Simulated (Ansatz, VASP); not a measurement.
## Two plane-wave programs on KI

File POSCAR:

```
KI
1.0
    0.0000000000      3.5090643863      3.5090643863
    3.5090643863      0.0000000000      3.5090643863
    3.5090643863      3.5090643863      0.0000000000
I K
1 1
Direct
    0.5000000000      0.5000000000      0.5000000000
    0.0000000000      0.0000000000      0.0000000000
```

File INCAR.step1:

```
PREC = Accurate
ENCUT = 520
EDIFF = 1E-5
ISMEAR = -1
SIGMA = 0.05
LREAL = F
LASPH = T
NELM = 80
ALGO = Normal
ISIF = 2
LWAVE = T
LCHARG = F
GGA = PE
NBANDS = 15
```

File INCAR.step2:

```
PREC = Accurate
ENCUT = 520
EDIFF = 1E-7
ISMEAR = -1
SIGMA = 0.05
LREAL = F
LASPH = T
NELM = 80
ALGO = Normal
ISIF = 2
LWAVE = F
LCHARG = F
GGA = PE
LHFCALC = T
AEXX = 0.25
PRECFOCK = Normal
ISTART = 1
NBANDS = 15
```

KPOINTS

```
Automatic mesh
0
Gamma
  4 4 4
```

File input:

```
crystal:
  lattice:
    - [0.0, 3.5090643863, 3.5090643863]
    - [3.5090643863, 0.0, 3.5090643863]
    - [3.5090643863, 3.5090643863, 0.0]
  atoms:
    - { symbol: I, position: [0.5, 0.5, 0.5] }
    - { symbol: K, position: [0.0, 0.0, 0.0] }
hamiltonian:
  xc: pbe0
  pseudopotentials: { kind: paw }
kpoints:
  mp_grid: { grid: [4, 4, 4] }
scf:
  occupations: { method: fermi_dirac, width: 0.05 }
output:
  forces: true
  stress: true
  eigenvalues: true
  write_density: true
  write_potential: true
  elf: true
  volumetric_format: npy
```

Alike in both runs: task single point; functional PBE0; k mesh 4 × 4 × 4; occupations fermi-dirac, width 0.05 eV; no spin polarisation.

|  | VASP | Ansatz |
| --- | --- | --- |
| version | VASP 6.6.1 | Ansatz 0.2.0 |
| potentials or method | VASP PAW PBE potentials, release 64 (I, K_sv) | Ansatz PAW |
| plane-wave cutoff (eV) | 520 | 420 |
| valence electrons in the cell | 16 | 26 |

```tsv
	VASP	Ansatz	Ansatz less VASP
gap on the k mesh at the Fermi level (eV)	5.71	5.71	-0.007
least direct gap on the mesh (eV)	5.71	5.71	-0.007
pressure (GPa)	0.6	0.7	+0.02
```

VASP's potentials hold 16 valence electrons a cell and Ansatz's 26, so a difference there can come from the potentials and not from the codes.

Neither program's run includes spin-orbit coupling.
